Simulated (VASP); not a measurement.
Here is a VASP 6.6.1 calculation.

INCAR

```
SYSTEM = Hf
PREC     = Accurate       ! precision mode
ENCUT    = 600            ! plane-wave cutoff, eV
EDIFF    = 1E-6           ! SCF threshold, eV
ISMEAR   = 0              ! smearing method
SIGMA    = 0.05           ! smearing width, eV
LREAL    = .False.        ! projectors in reciprocal space
LASPH    = .True.         ! aspherical terms in the spheres
NELM     = 80             ! most SCF steps
ALGO     = Normal         ! electronic algorithm
ISIF     = 3              ! what is computed and relaxed
LWAVE    = .False.        ! write WAVECAR
LCHARG   = .False.        ! write CHGCAR
GGA      = PS             ! functional
IBRION   = 2              ! ionic algorithm
NSW      = 60             ! ionic steps
EDIFFG   = -0.01          ! ionic threshold
```

File KPOINTS:

```
regular mesh
0
Gamma
  16 16 16
  0 0 0
```

POSCAR

```
Hf
1.0
    2.9100000000      0.0000000000      0.0000000000
    0.0000000000      2.9100000000      0.0000000000
    0.0000000000      0.0000000000      2.9100000000
Hf
1
Direct
    0.0000000000      0.0000000000      0.0000000000
```

Potentials or basis: VASP PAW PBE potentials, release 64 (Hf_pv).

Command:

```bash
$ cat potpaw_PBE.64/Hf_pv/POTCAR > POTCAR
$ mpirun -np 1 vasp_std > vasp.out
```

(1) Predict the relaxed volume.

(2) Predict the space group after relaxing (to 0.05 Å).

(3) Predict the relaxed cell.

(4) Predict the band gap on the k mesh.

Answers

(1) 23.42 Å³/atom.

(2) Pm-3m (No. 221).

(3) a = 2.861 Å, b = 2.861 Å, c = 2.861 Å, α = 90.00°, β = 90.00°, γ = 90.00°.

(4) zero (band 5 reaches 5.05 eV, above the bottom of band 6 at 2.47 eV).

Caveat: the PAW data sets were made with another functional, which shifts forces and pressure a little; spin-orbit coupling is left out, which moves the levels of the heavy elements.
